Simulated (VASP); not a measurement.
Set up this calculation in VASP 6.6.1, as the native input.

* Task: single point
* Functional: LDA
* Potentials or basis: VASP PAW LDA potentials, release 64 (Cu)
* Cutoff: 520 eV
* k mesh: 20 × 20 × 20
* Occupations: gaussian, width 0.1 eV
* Spin: no spin polarisation
* Dipole correction: no
* Further INCAR settings: ALGO = Normal; EDIFF = 1e-06; NBANDS = 12

The structure of Cu lies in POSCAR:

```
Cu
1.0
    0.0000000000      1.7934752713      1.7934752713
    1.7934752713      0.0000000000      1.7934752713
    1.7934752713      1.7934752713      0.0000000000
Cu
1
Direct
    0.0000000000      0.0000000000      0.0000000000
```

This cell differs from its parent crystal: volume scaled by 1.06.

One way to write it, as run:

INCAR

```
  PREC = Accurate
  ENCUT = 520
  EDIFF = 1E-6
  ISMEAR = 0
  SIGMA = 0.1
  LREAL = False
  LASPH = True
  NELM = 60
  ALGO = Normal
  ISIF = 2
  LWAVE = False
  LCHARG = True
  GGA = CA
  LELF = True
  LVHAR = True
  NBANDS = 12
```

KPOINTS

```
regular mesh
0
Gamma
  20 20 20
```

Potentials or basis: VASP PAW LDA potentials, release 64 (Cu).

Run with:

```console
$ cat potpaw_LDA.64/Cu/POTCAR > POTCAR
$ mpirun -np 1 vasp_std > vasp.out
```

Results of the run:

```
Pressure : -8.7 GPa
```

It took 30 s on 1 thread of AMD EPYC 7R43 64-Core Processor (Zen 3), on a shared host, peak memory 0.11 GiB.
